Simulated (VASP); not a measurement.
# As (Pm-3m) in VASP: notebook, part 2 of 2

VASP 6.6.1. Earlier steps stand in the parts before.

## 4. Relaxation of cell and atoms, PBE

INCAR reads:

```
SYSTEM = As
PREC = Accurate
ENCUT = 600
EDIFF = 1E-7
ISMEAR = 0
SIGMA = 0.1
LREAL = .False.
LASPH = .True.
NELM = 80
ALGO = Normal
ISIF = 3
LWAVE = .False.
LCHARG = .False.
GGA = PE
IBRION = 2
NSW = 90
EDIFFG = -0.04
```

KPOINTS reads:

```
Automatic mesh
0
Gamma
  4 4 4
  0 0 0
```

POSCAR reads:

```
As
1.0
    4.7600000000      0.0000000000      0.0000000000
    0.0000000000      4.7600000000      0.0000000000
    0.0000000000      0.0000000000      4.7600000000
As
7
Direct
    0.5000000000      0.5000000000      0.0000000000
    0.0000000000      0.5000000000      0.5000000000
    0.5000000000      0.0000000000      0.5000000000
    0.5000000000      0.5000000000      0.5000000000
    0.5000000000      0.0000000000      0.0000000000
    0.0000000000      0.5000000000      0.0000000000
    0.0000000000      0.0000000000      0.5000000000
```

Potentials or basis: VASP PAW PBE potentials, release 64 (As).

Launch:

```bash
$ cat potpaw_PBE.64/As/POTCAR > POTCAR
$ mpirun -np 1 vasp_std > vasp.out
```

OUTCAR:

```text
SYSTEM = As
   PREC = Accurate
   ENCUT = 600
   EDIFF = 1E-7
   ISMEAR = 0
   LREAL = .False.
   LASPH = .True.
   NELM = 80
   ISIF = 3
   GGA = PE
   IBRION = 2
   NSW = 90
   EDIFFG = -0.04

 ion  position               nearest neighbor table
   1  0.500  0.500  0.000-   4 2.38   5 2.38   6 2.38   4 2.38   5 2.38   6 2.38
   2  0.000  0.500  0.500-   4 2.38   6 2.38   7 2.38   6 2.38   7 2.38   4 2.38
   3  0.500  0.000  0.500-   4 2.38   5 2.38   7 2.38   5 2.38   4 2.38   7 2.38
   4  0.500  0.500  0.500-   1 2.38   2 2.38   3 2.38   1 2.38   3 2.38   2 2.38
   5  0.500  0.000  0.000-   1 2.38   3 2.38   3 2.38   1 2.38
   6  0.000  0.500  0.000-   1 2.38   2 2.38   2 2.38   1 2.38
   7  0.000  0.000  0.500-   2 2.38   3 2.38   2 2.38   3 2.38

  LATTYP: Found a simple cubic cell.
 ALAT       =     4.7600000000

  Lattice vectors:

 A1 = (   4.7600000000,   0.0000000000,   0.0000000000)
 A2 = (   0.0000000000,   4.7600000000,   0.0000000000)
 A3 = (   0.0000000000,   0.0000000000,   4.7600000000)

Analysis of symmetry for initial positions (statically):
=====================================================================
 Subroutine PRICEL returns:
 Original cell was already a primitive cell.

 Routine SETGRP: Setting up the symmetry group for a
 simple cubic supercell.

 Subroutine GETGRP returns: Found 48 space group operations
 (whereof 48 operations were pure point group operations)
 out of a pool of 48 trial point group operations.

The static configuration has the point symmetry O_h .

Analysis of symmetry for dynamics (positions and initial velocities):
=====================================================================
 Subroutine PRICEL returns:
 Original cell was already a primitive cell.

 Routine SETGRP: Setting up the symmetry group for a
 simple cubic supercell.

 Subroutine GETGRP returns: Found 48 space group operations
 (whereof 48 operations were pure point group operations)
 out of a pool of 48 trial point group operations.

The dynamic configuration has the point symmetry O_h .

 Subroutine INISYM returns: Found 48 space group operations
 (whereof 48 operations are pure point group operations),
 and found     1 'primitive' translations

----------------------------------------------------------------------------------------

                                     Primitive cell

  volume of cell :     107.8502

  direct lattice vectors                    reciprocal lattice vectors
     4.760000000  0.000000000  0.000000000     0.210084034  0.000000000  0.000000000
     0.000000000  4.760000000  0.000000000     0.000000000  0.210084034  0.000000000
     0.000000000  0.000000000  4.760000000     0.000000000  0.000000000  0.210084034

  length of vectors
     4.760000000  4.760000000  4.760000000     0.210084034  0.210084034  0.210084034

  position of ions in fractional coordinates (direct lattice)
     0.500000000  0.500000000  0.000000000
     0.000000000  0.500000000  0.500000000
     0.500000000  0.000000000  0.500000000
     0.500000000  0.500000000  0.500000000
     0.500000000  0.000000000  0.000000000
     0.000000000  0.500000000  0.000000000
     0.000000000  0.000000000  0.500000000

  ion indices of the primitive-cell ions
   primitive index   ion index
                 1           1
                 2           2
                 3           3
                 4           4
                 5           5
                 6           6
                 7           7

----------------------------------------------------------------------------------------

 KPOINTS: Automatic mesh

Automatic generation of k-mesh.
 Grid dimensions read from file:
 generate k-points for:    4    4    4

 Generating k-lattice:

  Cartesian coordinates                     Fractional coordinates (reciprocal lattice)
     0.052521008  0.000000000  0.000000000     0.250000000  0.000000000  0.000000000
     0.000000000  0.052521008  0.000000000     0.000000000  0.250000000  0.000000000
     0.000000000  0.000000000  0.052521008     0.000000000  0.000000000  0.250000000

  Length of vectors
     0.052521008  0.052521008  0.052521008

  Shift w.r.t. Gamma in fractional coordinates (k-lattice)
     0.000000000  0.000000000  0.000000000

 Subroutine IBZKPT returns following result:
 ===========================================

 Found     10 irreducible k-points:

 Following reciprocal coordinates:
            Coordinates               Weight
  0.000000  0.000000  0.000000      1.000000
  0.250000  0.000000  0.000000      6.000000
  0.500000  0.000000  0.000000      3.000000
  0.250000  0.250000  0.000000     12.000000
  0.500000  0.250000  0.000000     12.000000
  0.500000  0.500000  0.000000      3.000000
  0.250000  0.250000  0.250000      8.000000
  0.500000  0.250000  0.250000     12.000000
  0.500000  0.500000  0.250000      6.000000
  0.500000  0.500000  0.500000      1.000000
   k-points           NKPTS =     10   k-points in BZ     NKDIM =     10   number of bands    NBANDS=     21
   number of dos      NEDOS =    301   number of ions     NIONS =      7
   total plane-waves  NPLWV =  64000
   dimension x,y,z NGX =    40 NGY =   40 NGZ =   40
   dimension x,y,z NGXF=    80 NGYF=   80 NGZF=   80
   ions per type =               7
   NGX,Y,Z   is equivalent  to a cutoff of  13.97, 13.97, 13.97 a.u.
   NGXF,Y,Z  is equivalent  to a cutoff of  27.94, 27.94, 27.94 a.u.
 SYSTEM =  As
   PREC   = accura    normal or accurate (medium, high low for compatibility)
   ISTART =      0    job   : 0-new  1-cont  2-samecut
   ICHARG =      2    charge: 1-file 2-atom 10-const
   ISPIN  =      1    spin polarized calculation?
   LNONCOLLINEAR =      F non collinear calculations
   LSORBIT =      F    spin-orbit coupling
   LASPH  =      T    aspherical Exc in radial PAW
   ENCUT  =  600.0 eV  44.10 Ry    6.64 a.u.   9.51  9.51  9.51*2*pi/ulx,y,z
   NELM   =     80;   NELMIN=  2; NELMDL= -5     # of ELM steps
   EDIFF  = 0.1E-06   stopping-criterion for ELM
   LREAL  =      F    real-space projection
   EDIFFG = -.4E-01   stopping-criterion for IOM
   NSW    =     90    number of steps for IOM
   IBRION =      2    ionic relax: 0-MD 1-quasi-New 2-CG
   NFREE  =      1    steps in history (QN), initial steepest desc. (CG)
   ISIF   =      3    stress and relaxation
   ISYM   =      2    0-nonsym 1-usesym 2-fastsym
   POTIM  = 0.5000    time-step for ionic-motion
   TEBEG  =    0.0;   TEEND  =   0.0 temperature during run
   PSTRESS=    0.0 pullay stress
   NELECT =      35.0000    total number of electrons
   NUPDOWN=      -1.0000    fix difference up-down
   EMIN   =  10.00;   EMAX   =-10.00  energy-range for DOS
   EFERMI =   0.00;   METHOD = LEGACY
   ISMEAR =     0;   SIGMA  =   0.10  broadening in eV -4-tet -1-fermi 0-gaus
   EFERMI_NEDOS =   21; number of points for ismear=-14 and -15
   IALGO  =     38    algorithm
   IMIX   =      4    mixing-type and parameters
     AMIX     =   0.40;   BMIX     =  1.00
     AMIX_MAG =   1.60;   BMIX_MAG =  1.00
  volume/ion in A,a.u.               =      15.41       103.97
  Fermi-wavevector in a.u.,A,eV,Ry     =   1.125012  2.125965 17.220247  1.265652
  Thomas-Fermi vector in A             =   2.261687
   LORBIT       =      0    0 simple, 1 ext, 2 COOP (PROOUT), +10 PAW based schemes
   GGA     = PE    functional components
   LHFCALC =     F    Hartree Fock is set to
   AEXX    =    0.0000 exact exchange contribution
   IVDW    =     0    specifies the selected vdW correction
   LEPSILON=     F    determine dielectric tensor
   LRPA    =     F    only Hartree local field effects (RPA)
 conjugate gradient relaxation of ions
 non-spin polarized calculation
 Gauss-broadening in eV      SIGMA  =   0.10
  energy-cutoff  :      600.00
  volume of cell :      107.85
 maximum number of plane-waves:      3695
 NGX is ok and might be reduce to    40
   NGX = 19   NGY = 19   NGZ = 19

--------------------------------------- Ionic step        1  -------------------------------------------

 number of electron      35.0000005 magnetization

 Free energy of the ion-electron system (eV)
  ---------------------------------------------------
  ext. energy  EPLUGINS =         0.00000000
  ---------------------------------------------------
  free energy    TOTEN  =       -24.48792165 eV

  energy without entropy =      -24.46908456  energy(sigma->0) =      -24.47850310

 E-fermi :   9.1273     XC(G=0): -11.4897

 val. band max:        9.1124172406   @ k =   0.2500   0.2500   0.0000
 cond. band min:       9.3594582909   @ k =   0.2500   0.0000   0.0000
 fundamental gap:      0.2470410503
 Fermi energy:         9.1272599499

 k-point     1 :       0.0000    0.0000    0.0000
  band No.  band energies     occupation
      1      -9.2118      2.00000
      2      -4.4957      2.00000
      3      -4.4957      2.00000
      4      -2.3459      2.00000
      5      -0.5670      2.00000
      6      -0.5670      2.00000
[... 596 lines left out ...]
  energy  without entropy=      -30.2198057555  energy(sigma->0) =      -30.23145005

--------------------------------------- Ionic step        4  -------------------------------------------

 number of electron      35.0000009 magnetization

 Free energy of the ion-electron system (eV)
  ---------------------------------------------------
  ext. energy  EPLUGINS =         0.00000000
  ---------------------------------------------------
  free energy    TOTEN  =       -30.24610509 eV

  energy without entropy =      -30.22318606  energy(sigma->0) =      -30.23464558

 E-fermi :   4.8177     XC(G=0):  -9.9004

 val. band max:        4.8079478906   @ k =   0.5000   0.2500   0.2500
 cond. band min:       4.9811548534   @ k =   0.5000   0.2500   0.2500
 fundamental gap:      0.1732069628
 Fermi energy:         4.8177099291

 k-point     1 :       0.0000    0.0000    0.0000
  band No.  band energies     occupation
      1      -9.8747      2.00000
      2      -6.9813      2.00000
      3      -6.9813      2.00000
      4      -5.5413      2.00000
      5      -3.5138      2.00000
      6      -3.5138      2.00000
[... 263 lines left out ...]
  FREE ENERGIE OF THE ION-ELECTRON SYSTEM (eV)
  ---------------------------------------------------
  free  energy   TOTEN  =       -30.2461050873 eV

  energy  without entropy=      -30.2231860636  energy(sigma->0) =      -30.23464558

 reached required accuracy - stopping structural energy minimisation
```

Run time: 64 s. Hardware: 1 thread of Intel Xeon 6975P-C (Granite Rapids), shared host; peak memory 0.24 GiB.

What came out:

```yaml
Free_energy: -30.2461 eV
Relaxed_volume: 22.00 Å³/atom
Relaxed_cell: a = 5.360 Å, b = 5.360 Å, c = 5.360 Å, α = 90.00°, β = 90.00°, γ = 90.00°
Space_group_after_relaxing_to_0.05_Å: Pm-3m (No. 221)
Energy_gained_by_relaxing: 822.6 meV/atom
Ionic_steps: 4
Pressure_after_relaxing: -0.2 GPa
```

Step by step:
```csv
step,energy change (eV),largest force (eV/Å),pressure (GPa),volume (Å³)
1,0.0000,0.0000,55.28,107.85
2,-2.9218,0.0000,-11.06,213.93
3,-5.7552,0.0000,-0.69,155.06
4,-5.7582,0.0000,-0.21,154.00
```

Final structure:
```
As
1.0
     5.36013    0.00000    0.00000
     0.00000    5.36013    0.00000
     0.00000    0.00000    5.36013
As
7
Cartesian
  2.6801 2.6801 0.0000
  0.0000 2.6801 2.6801
  2.6801 0.0000 2.6801
  2.6801 2.6801 2.6801
  2.6801 0.0000 0.0000
  0.0000 2.6801 0.0000
  0.0000 0.0000 2.6801
```

Caveat: the volume moved by over 15 % at a fixed basis, so the end points are rough.

## 5. Summary

```tsv
task	cell	cutoff (eV)	gap on the mesh (eV)	pressure (GPa)
single point	a = 4.760 Å, 7 atoms	520	none	55.3
single point	a = 5.348 Å, 7 atoms	520	none	0.3
relaxation of cell and atoms	relaxed from a = 4.760 Å, 7 atoms	600	none	-0.2
```

Alike in all rows: level PBE; potentials or basis VASP PAW PBE potentials, release 64 (As); no spin polarisation; k mesh 4 × 4 × 4; smearing gaussian 0.1 eV.

Caveats: the volume moved by over 15 % at a fixed basis, so the end points are rough (some runs).

Absolute energies hang on the potentials; compare differences alone.
